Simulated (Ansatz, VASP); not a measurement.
# AlN in VASP and in Ansatz

```xyz
2
Lattice="0.0000 2.1840 2.1840 2.1840 0.0000 2.1840 2.1840 2.1840 0.0000" Properties=species:S:1:pos:R:3 pbc="T T T"
Al    0.1010    0.1010    0.1010
N     3.2760    3.2760    3.2760
```

Change from the starting cell: all Al atoms moved +0.175 Å, as atom 1 along Cartesian [1 1 1].

Alike in both runs: task single point; functional r2SCAN; k mesh 10 × 10 × 10; occupations gaussian, width 0.05 eV; no spin polarisation.

|  | VASP | Ansatz |
| --- | --- | --- |
| version | VASP 6.6.1 | Ansatz 0.2.0 |
| potentials or method | VASP PAW PBE potentials, release 64 (Al, N), cutoff 520 eV | scalar-relativistic, plane waves, PAW |
| valence electrons in the cell | 8 | 8 |

VASP gave:

```
gap on the k mesh at the Fermi level (eV)                     : 3.40
least direct gap on the mesh (eV)                             : 4.29
pressure (GPa)                                                : 2.8
traceless stress, the component that is largest in VASP (GPa) : -4.43
rms of the force components (eV/Å)                            : 0.995
```

Estimate Ansatz's values.

gap on the k mesh at the Fermi level (eV): 3.41; least direct gap on the mesh (eV): 4.25; pressure (GPa): 3.2; traceless stress, the component that is largest in VASP (GPa): -4.35; rms of the force components (eV/Å): 0.986.

VASP's potentials were made for PBE, not for r2SCAN. Atom by atom the forces differ by 0.009 eV/Å (rms over components). With one functional, cell and mesh, what is left measures potentials, basis and numerics.
